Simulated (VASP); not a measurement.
## InP: single point with PBE

Crystal: InP.

```
CELL_PARAMETERS angstrom
0.00000 2.93050 2.93050
2.93050 0.00000 2.93050
2.93050 2.93050 0.00000
ATOMIC_POSITIONS crystal
In 0.00000 0.00000 0.00000
P 0.75000 0.75000 0.75000
```

```
Program                : VASP 6.6.1
Task                   : single point
Functional             : PBE
Potentials or basis    : VASP PAW PBE potentials, release 64 (In_d, P)
Cutoff                 : 520 eV
k mesh                 : 4 × 4 × 4
Occupations            : fermi-dirac, width 0.06 eV
Spin                   : no spin polarisation
Dipole correction      : no
Further INCAR settings : ALGO = Normal; EDIFF = 1e-07; NBANDS = 16
```

```json
{
  "Pressure": "3.5 GPa",
  "Band gap on the k mesh": "0.70 eV, direct"
}
```

Levels at points of the mesh, in eV from the valence-band top:
| k point | band 7 | band 8 | band 9 | band 10 | band 11 | band 12 |
| --- | --- | --- | --- | --- | --- | --- |
| (0.00, 0.00, 0.00) | 0.00 | 0.00 | 0.00 | 0.70 | 4.06 | 4.06 |
| (0.50, 0.00, 0.00) | -5.75 | -0.98 | -0.98 | 1.48 | 4.78 | 4.78 |
| (0.50, 0.50, 0.00) | -5.77 | -2.33 | -2.33 | 1.74 | 2.25 | 9.22 |

Wall time 5.8 s on 1 thread of Intel Xeon 6975P-C, with other jobs on the host, peak memory 0.17 GiB.

Caveat: the k points lie up to 0.46 Å⁻¹ apart; spin-orbit coupling is left out, which moves the levels of the heavy elements. A hybrid or GW would open this gap; PBE tends to underestimate it.
